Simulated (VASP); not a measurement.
# AlN (F-43m) in VASP: further runs

AlN is run at these levels: BLYP, PBE; tasks: relaxation of cell and atoms, single point.

All numbers are computed with VASP 6.6.1; they aren't measurements. Logs are shortened: lines on timing, memory, paths and dates and some standing lists are left out, and cuts for length are marked.

### Step 1. The cell of the first run

The structure is cubic, space group F-43m (No. 216). Conventional cell: a = 4.368 Å, b = 4.368 Å, c = 4.368 Å, α = 90.00°, β = 90.00°, γ = 90.00°. Al (site symmetry -43m) has 4 N at 1.89 Å within 2.5 Å. N (site symmetry -43m) has 4 Al at 1.89 Å within 2.5 Å.

### Step 2. Relaxation of cell and atoms, BLYP

INCAR reads:

```
  PREC = Accurate
  ENCUT = 600
  EDIFF = 1E-7
  ISMEAR = -1
  SIGMA = 0.05
  LREAL = False
  LASPH = True
  NELM = 100
  ALGO = Normal
  ISIF = 3
  LWAVE = False
  LCHARG = False
  GGA = B5
  ALDAX = 1.0
  AGGAX = 1.0
  AGGAC = 1.0
  ALDAC = 0.0
  IBRION = 2
  NSW = 80
  EDIFFG = -0.005
```

KPOINTS reads:

```
regular mesh
0
Gamma
  10 10 10
```

POSCAR reads:

```
AlN
1.0
    0.0000000000      2.1839935596      2.1839935596
    2.1839935596      0.0000000000      2.1839935596
    2.1839935596      2.1839935596      0.0000000000
Al N
1 1
Direct
    0.0000000000      0.0000000000      0.0000000000
    0.2500000000      0.2500000000      0.2500000000
```

Potentials or basis: VASP PAW PBE potentials, release 64 (Al, N).

The run is started by

```console
> cat potpaw_PBE.64/Al/POTCAR potpaw_PBE.64/N/POTCAR > POTCAR
> mpirun -np 1 vasp_std > vasp.out
```

OUTCAR:

```text
PREC = Accurate
   ENCUT = 600
   EDIFF = 1E-7
   ISMEAR = -1
   LREAL = False
   LASPH = True
   NELM = 100
   ISIF = 3
   GGA = B5
   IBRION = 2
   NSW = 80
   EDIFFG = -0.005

 ion  position               nearest neighbor table
   1  0.000  0.000  0.000-   2 1.89   2 1.89   2 1.89   2 1.89
   2  0.250  0.250  0.250-   1 1.89   1 1.89   1 1.89   1 1.89

  LATTYP: Found a face centered cubic cell.
 ALAT       =     4.3679871192

  Lattice vectors:

 A1 = (   0.0000000000,   2.1839935596,   2.1839935596)
 A2 = (   2.1839935596,   0.0000000000,   2.1839935596)
 A3 = (   2.1839935596,   2.1839935596,   0.0000000000)

Analysis of symmetry for initial positions (statically):
=====================================================================
 Subroutine PRICEL returns:
 Original cell was already a primitive cell.

 Routine SETGRP: Setting up the symmetry group for a
 face centered cubic supercell.

 Subroutine GETGRP returns: Found 24 space group operations
 (whereof 24 operations were pure point group operations)
 out of a pool of 48 trial point group operations.

The static configuration has the point symmetry T_d .

Analysis of symmetry for dynamics (positions and initial velocities):
=====================================================================
 Subroutine PRICEL returns:
 Original cell was already a primitive cell.

 Routine SETGRP: Setting up the symmetry group for a
 face centered cubic supercell.

 Subroutine GETGRP returns: Found 24 space group operations
 (whereof 24 operations were pure point group operations)
 out of a pool of 48 trial point group operations.

The dynamic configuration has the point symmetry T_d .

 Subroutine INISYM returns: Found 24 space group operations
 (whereof 24 operations are pure point group operations),
 and found     1 'primitive' translations

----------------------------------------------------------------------------------------

                                     Primitive cell

  volume of cell :      20.8345

  direct lattice vectors                    reciprocal lattice vectors
     0.000000000  2.183993560  2.183993560    -0.228938404  0.228938404  0.228938404
     2.183993560  0.000000000  2.183993560     0.228938404 -0.228938404  0.228938404
     2.183993560  2.183993560  0.000000000     0.228938404  0.228938404 -0.228938404

  length of vectors
     3.088633312  3.088633312  3.088633312     0.396532948  0.396532948  0.396532948

  position of ions in fractional coordinates (direct lattice)
     0.000000000  0.000000000  0.000000000
     0.250000000  0.250000000  0.250000000

  ion indices of the primitive-cell ions
   primitive index   ion index
                 1           1
                 2           2

----------------------------------------------------------------------------------------

 KPOINTS: regular mesh

Automatic generation of k-mesh.
 Grid dimensions read from file:
 generate k-points for:   10   10   10

 Generating k-lattice:

  Cartesian coordinates                     Fractional coordinates (reciprocal lattice)
    -0.022893840  0.022893840  0.022893840     0.100000000  0.000000000  0.000000000
     0.022893840 -0.022893840  0.022893840     0.000000000  0.100000000  0.000000000
     0.022893840  0.022893840 -0.022893840     0.000000000  0.000000000  0.100000000

  Length of vectors
     0.039653295  0.039653295  0.039653295

  Shift w.r.t. Gamma in fractional coordinates (k-lattice)
     0.000000000  0.000000000  0.000000000

 Subroutine IBZKPT returns following result:
 ===========================================

 Found     47 irreducible k-points:

 Following reciprocal coordinates:
            Coordinates               Weight
  0.000000  0.000000  0.000000      1.000000
  0.100000  0.000000  0.000000      8.000000
  0.200000  0.000000  0.000000      8.000000
  0.300000  0.000000  0.000000      8.000000
  0.400000  0.000000  0.000000      8.000000
  0.500000  0.000000  0.000000      4.000000
[... 16 lines left out ...]
  0.300000  0.300000  0.000000      6.000000
  0.400000  0.300000  0.000000     24.000000
 [... further k-points ...]
   k-points           NKPTS =     47   k-points in BZ     NKDIM =     47   number of bands    NBANDS=      8
   number of dos      NEDOS =    301   number of ions     NIONS =      2
   total plane-waves  NPLWV =  21952
   dimension x,y,z NGX =    28 NGY =   28 NGZ =   28
   dimension x,y,z NGXF=    56 NGYF=   56 NGZF=   56
   ions per type =               1   1
   NGX,Y,Z   is equivalent  to a cutoff of  15.07, 15.07, 15.07 a.u.
   NGXF,Y,Z  is equivalent  to a cutoff of  30.14, 30.14, 30.14 a.u.
 SYSTEM =  unknown system
   PREC   = accura    normal or accurate (medium, high low for compatibility)
   ISTART =      0    job   : 0-new  1-cont  2-samecut
   ICHARG =      2    charge: 1-file 2-atom 10-const
   ISPIN  =      1    spin polarized calculation?
   LNONCOLLINEAR =      F non collinear calculations
   LSORBIT =      F    spin-orbit coupling
   LASPH  =      T    aspherical Exc in radial PAW
   ENCUT  =  600.0 eV  44.10 Ry    6.64 a.u.   6.17  6.17  6.17*2*pi/ulx,y,z
   NELM   =    100;   NELMIN=  2; NELMDL= -5     # of ELM steps
   EDIFF  = 0.1E-06   stopping-criterion for ELM
   LREAL  =      F    real-space projection
   EDIFFG = -.5E-02   stopping-criterion for IOM
   NSW    =     80    number of steps for IOM
   IBRION =      2    ionic relax: 0-MD 1-quasi-New 2-CG
   NFREE  =      1    steps in history (QN), initial steepest desc. (CG)
   ISIF   =      3    stress and relaxation
   ISYM   =      2    0-nonsym 1-usesym 2-fastsym
   POTIM  = 0.5000    time-step for ionic-motion
   TEBEG  =    0.0;   TEEND  =   0.0 temperature during run
   PSTRESS=    0.0 pullay stress
   NELECT =       8.0000    total number of electrons
   NUPDOWN=      -1.0000    fix difference up-down
   EMIN   =  10.00;   EMAX   =-10.00  energy-range for DOS
   EFERMI =   0.00;   METHOD = LEGACY
   ISMEAR =    -1;   SIGMA  =   0.05  broadening in eV -4-tet -1-fermi 0-gaus
   EFERMI_NEDOS =   21; number of points for ismear=-14 and -15
   IALGO  =     38    algorithm
   IMIX   =      4    mixing-type and parameters
     AMIX     =   0.40;   BMIX     =  1.00
     AMIX_MAG =   1.60;   BMIX_MAG =  1.00
  volume/ion in A,a.u.               =      10.42        70.30
  Fermi-wavevector in a.u.,A,eV,Ry     =   1.189899  2.248583 19.263943  1.415860
  Thomas-Fermi vector in A             =   2.325996
   LORBIT       =      0    0 simple, 1 ext, 2 COOP (PROOUT), +10 PAW based schemes
   GGA     = B5    functional components
   LHFCALC =     F    Hartree Fock is set to
   AEXX    =    0.0000 exact exchange contribution
   IVDW    =     0    specifies the selected vdW correction
   LEPSILON=     F    determine dielectric tensor
   LRPA    =     F    only Hartree local field effects (RPA)
 conjugate gradient relaxation of ions
 non-spin polarized calculation
  energy-cutoff  :      600.00
  volume of cell :       20.83
 maximum number of plane-waves:       725
 NGX is ok and might be reduce to    28
   NGX = 13   NGY = 13   NGZ = 13

--------------------------------------- Ionic step        1  -------------------------------------------

 number of electron       7.9999999 magnetization

 Free energy of the ion-electron system (eV)
  ---------------------------------------------------
  ext. energy  EPLUGINS =         0.00000000
  ---------------------------------------------------
  free energy    TOTEN  =       -13.88051830 eV

  energy without entropy =      -13.88051830  energy(sigma->0) =      -13.88051830

------------------------ aborting loop because EDIFF is reached ----------------------------------------

  FORCE on cell =-STRESS in cart. coord.  units (eV):
  Direction    XX          YY          ZZ          XY          YZ          ZX
  --------------------------------------------------------------------------------------
  -------------------------------------------------------------------------------------
  Total        1.0512671      1.0512671      1.0512671      0.0000000      0.0000000      0.0000000
  in kB       80.8424767     80.8424767     80.8424767      0.0000000      0.0000000      0.0000000
  external PRESSURE =      80.8424767 kB  Pullay stress =       0.0000000 kB
[... 21 lines left out ...]
  energy  without entropy=      -13.8805182982  energy(sigma->0) =      -13.88051830

--------------------------------------- Ionic step        2  -------------------------------------------

 number of electron       8.0000000 magnetization

 E-fermi :   6.7564     XC(G=0):  -9.9896

 val. band max:        5.6815759120   @ k =   0.0000   0.0000   0.0000
 cond. band min:       9.3033680967   @ k =   0.5000   0.5000   0.0000
 fundamental gap:      3.6217921847
 Fermi energy:         6.7564381345

 k-point     1 :       0.0000    0.0000    0.0000
  band No.  band energies     occupation
      1      -8.7809      2.00000
      2       5.6816      2.00000
      3       5.6816      2.00000
      4       5.6816      2.00000
      5       9.4946      0.00000
      6      17.5635      0.00000
      7      17.5635      0.00000
      8      17.5635      0.00000
[... 286 lines left out ...]
  energy  without entropy=      -13.8864903515  energy(sigma->0) =      -13.88649035

--------------------------------------- Ionic step        3  -------------------------------------------

 number of electron       8.0000000 magnetization

 Free energy of the ion-electron system (eV)
  ---------------------------------------------------
  ext. energy  EPLUGINS =         0.00000000
  ---------------------------------------------------
  free energy    TOTEN  =       -13.90139672 eV

  energy without entropy =      -13.90139672  energy(sigma->0) =      -13.90139672

 E-fermi :   6.9859     XC(G=0): -10.1343

 val. band max:        5.9956948536   @ k =   0.0000   0.0000   0.0000
 cond. band min:       9.6416113380   @ k =   0.5000   0.5000   0.0000
 fundamental gap:      3.6459164843
 Fermi energy:         6.9858683462

 k-point     1 :       0.0000    0.0000    0.0000
  band No.  band energies     occupation
      1      -8.6564      2.00000
      2       5.9957      2.00000
      3       5.9957      2.00000
      4       5.9957      2.00000
      5      10.1130      0.00000
      6      18.2129      0.00000
      7      18.2129      0.00000
      8      18.2129      0.00000
[... 282 lines left out ...]
  FREE ENERGIE OF THE ION-ELECTRON SYSTEM (eV)
  ---------------------------------------------------
  free  energy   TOTEN  =       -13.9013967160 eV

  energy  without entropy=      -13.9013967159  energy(sigma->0) =      -13.90139672

 reached required accuracy - stopping structural energy minimisation
```

It took 84 s on 1 thread of Intel Xeon 6975P-C, shared host; peak memory 0.16 GiB.

What came out:

```yaml
Free_energy: -13.9014 eV
Relaxed_volume: 10.85 Å³/atom
Relaxed_cell: a = 3.131 Å, b = 3.131 Å, c = 3.131 Å, α = 60.00°, β = 60.00°, γ = 60.00°
Space_group_after_relaxing_to_0.05_Å: F-43m (No. 216)
Energy_gained_by_relaxing: 10.4 meV/atom
Ionic_steps: 3
Pressure_after_relaxing: 0.0 GPa
Band_gap_on_the_k_mesh: 3.65 eV, indirect (least direct gap 4.12 eV)
```

The path:
| step | energy change (eV) | largest force (eV/Å) | pressure (GPa) | volume (Å³) |
| --- | --- | --- | --- | --- |
| 1 | 0.0000 | 0.0000 | 8.08 | 20.83 |
| 2 | -0.0060 | 0.0000 | -6.03 | 22.46 |
| 3 | -0.0209 | 0.0000 | -0.04 | 21.69 |

Final structure:
```
Al N
1.0
     0.00000    2.21362    2.21362
     2.21362    0.00000    2.21362
     2.21362    2.21362    0.00000
Al N
1 1
Direct
  0.00000 0.00000 0.00000
  0.25000 0.25000 0.25000
```

Caveat: the PAW data sets were made with another functional, which shifts forces and pressure a little. A k mesh can miss the band edges.

### Step 3. Relaxation of cell and atoms, PBE

INCAR reads:

```
SYSTEM = AlN
  ALGO = Normal
  EDIFF = 1E-7
  EDIFFG = -0.02
  ENCUT = 600
  GGA = PE
  IBRION = 2
  ISIF = 3
  ISMEAR = -1
  LASPH = .True.
  LCHARG = .False.
  LREAL = .False.
  LWAVE = .False.
  NELM = 100
  NSW = 80
  PREC = Accurate
  SIGMA = 0.05
```

KPOINTS reads:

```
k-points
0
Gamma
  10 10 10
  0 0 0
```

POSCAR is that of step 2.

Potentials or basis: VASP PAW PBE potentials, release 64 (Al, N).

The run is started by

```console
> cat potpaw_PBE.64/Al/POTCAR potpaw_PBE.64/N/POTCAR > POTCAR
> mpirun -np 1 vasp_std > vasp.out
```

Wall time 49 s (1 thread of Intel Xeon 6975P-C, shared host); peak memory 0.16 GiB.

The run converged. Its results:

```
Free energy                            : -14.8483 eV
Relaxed volume                         : 10.65 Å³/atom
Relaxed cell                           : a = 3.112 Å, b = 3.112 Å, c = 3.112 Å, α = 60.00°, β = 60.00°, γ = 60.00°
Space group after relaxing (to 0.05 Å) : F-43m (No. 216)
Energy gained by relaxing              : 3.2 meV/atom
Ionic steps                            : 3
Pressure after relaxing                : 0.0 GPa
Band gap on the k mesh                 : 3.31 eV, indirect (least direct gap 4.00 eV)
```

The path:
```
step  energy change (eV)  largest force (eV/Å)  pressure (GPa)  volume (Å³)
   1              0.0000                0.0000            4.48        20.83
   2             -0.0014                0.0000           -3.67        21.72
   3             -0.0064                0.0000            0.00        21.30
```

Final structure:
```cif
data_structure
_symmetry_space_group_name_H-M 'P 1'
_symmetry_Int_Tables_number 1
_cell_length_a 3.1115
_cell_length_b 3.1115
_cell_length_c 3.1115
_cell_angle_alpha 60.000
_cell_angle_beta 60.000
_cell_angle_gamma 60.000
_cell_volume 21.30
loop_
_atom_site_label
_atom_site_type_symbol
_atom_site_fract_x
_atom_site_fract_y
_atom_site_fract_z
_atom_site_occupancy
Al1 Al 0.00000 0.00000 0.00000 1
N1 N 0.25000 0.25000 0.25000 1
```

Levels at points of the mesh, in eV from the valence-band top:
| k point | band 2 | band 3 | band 4 | band 5 | band 6 | band 7 |
| --- | --- | --- | --- | --- | --- | --- |
| (0.00, 0.00, 0.00) | 0.00 | 0.00 | 0.00 | 4.00 | 12.34 | 12.34 |
| (0.50, 0.00, 0.00) | -5.76 | -0.48 | -0.48 | 7.18 | 9.71 | 11.01 |
| (0.50, 0.50, 0.00) | -4.84 | -1.75 | -1.75 | 3.31 | 8.48 | 13.66 |

A k mesh can miss the band edges.

[end of part 1 of 2]
